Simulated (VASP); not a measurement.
MgO: single point with r2SCAN

Crystal: MgO.

```xyz
2
Lattice="0.0210 2.1232 2.1232 2.1232 0.0210 2.1232 2.1232 2.1232 0.0210" Properties=species:S:1:pos:R:3 pbc="T T T"
Mg    0.0000    0.0000    0.0000
O     2.1337    2.1337    2.1337
```

This cell differs from its parent crystal: strain along [111] +1.5%.

```yaml
Program: VASP 6.6.1
Task: single point
Functional: r2SCAN
Potentials_or_basis: VASP PAW PBE potentials, release 64 (Mg_sv, O)
Cutoff: 920 eV
k_mesh: 10 × 10 × 10
Occupations: gaussian, width 0.01 eV
Spin: no spin polarisation
Dipole_correction: no
Further_INCAR_settings: ALGO = Normal; EDIFF = 1e-06; NBANDS = 15
```

```json
{
  "Pressure": "-1.9 GPa",
  "Band gap on the k mesh": "5.51 eV"
}
```

Stress tensor (GPa, compression positive):
```
-1.91 -1.54 -1.54
-1.54 -1.91 -1.54
-1.54 -1.54 -1.91
```

Levels at points of the mesh, in eV from the valence-band top:
```
           k point  band 5  band 6  band 7  band 8  band 9  band 10  band 11  band 12
(0.00, 0.00, 0.00)  -18.18   -0.11    0.00    0.00    5.51    16.48    16.92    16.92
(0.50, 0.00, 0.00)  -16.91   -4.58   -0.76   -0.68    8.69    13.74    17.21    17.40
(0.50, 0.50, 0.00)  -16.72   -4.07   -1.45   -1.33    9.98    11.03    14.17    20.17
(0.50, 0.50, 0.50)  -16.96   -4.65   -0.64   -0.64    8.83    13.52    17.59    17.59
```

Run time: 5 min on 1 thread of Intel(R) Xeon(R) Platinum 8488C (Sapphire Rapids) (shared host), peak memory 0.21 GiB.

Caveat: the cell differs from its parent crystal (strain along [111] +1.5%); the PAW data sets were made with another functional, which shifts forces and pressure a little.
